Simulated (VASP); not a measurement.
## KMgF3: single point with PBE

KMgF3:

```
K Mg F
1.0
     3.98590   -0.01993    0.00000
    -0.01993    3.98590    0.00000
     0.00000    0.00000    3.98590
K Mg F
1 1 3
Direct
  0.50000 0.50000 0.50000
  0.00000 0.00000 0.00000
  0.00000 0.00000 0.50000
  0.00000 0.50000 0.00000
  0.50000 0.00000 0.00000
```

| Property | Result |
| --- | --- |
| Program | VASP 6.6.1 |
| Task | single point |
| Functional | PBE |
| Potentials or basis | VASP PAW PBE potentials, release 64 (K_sv, Mg, F) |
| Cutoff | 520 eV |
| k mesh | 6 × 6 × 6 |
| Occupations | fermi-dirac, width 0.05 eV |
| Spin | no spin polarisation |

The pressure is 3.4 GPa and the band gap on the k mesh is 7.30 eV, indirect (least direct gap 7.61 eV).

Stress tensor (GPa, compression positive):
```
3.36 0.49 0.00
0.49 3.36 0.00
0.00 0.00 3.36
```

Levels at points of the mesh, in eV from the valence-band top:
```csv
k point,band 14,band 15,band 16,band 17,band 18,band 19
"(0.00, 0.00, 0.00)",-0.34,-0.33,-0.31,7.30,10.08,10.08
"(0.50, 0.00, 0.00)",-0.86,-0.53,-0.53,10.11,10.44,11.12
"(0.50, 0.50, 0.00)",-0.90,-0.89,-0.02,10.91,11.70,12.62
"(0.00, 0.00, 0.50)",-0.86,-0.57,-0.50,10.11,10.44,11.12
"(0.50, 0.00, 0.50)",-0.90,-0.90,-0.02,10.91,11.70,12.63
"(0.50, 0.50, 0.50)",-0.01,0.00,0.00,10.41,10.44,10.47
```

Wall time 91 s on 1 thread of Intel(R) Xeon(R) Platinum 8375C CPU @ 2.90GHz (Ice Lake), with other jobs on the host, peak memory 0.21 GiB.

A k mesh can miss the band edges. PBE gaps usually lie below the measured ones, often by a third to a half.
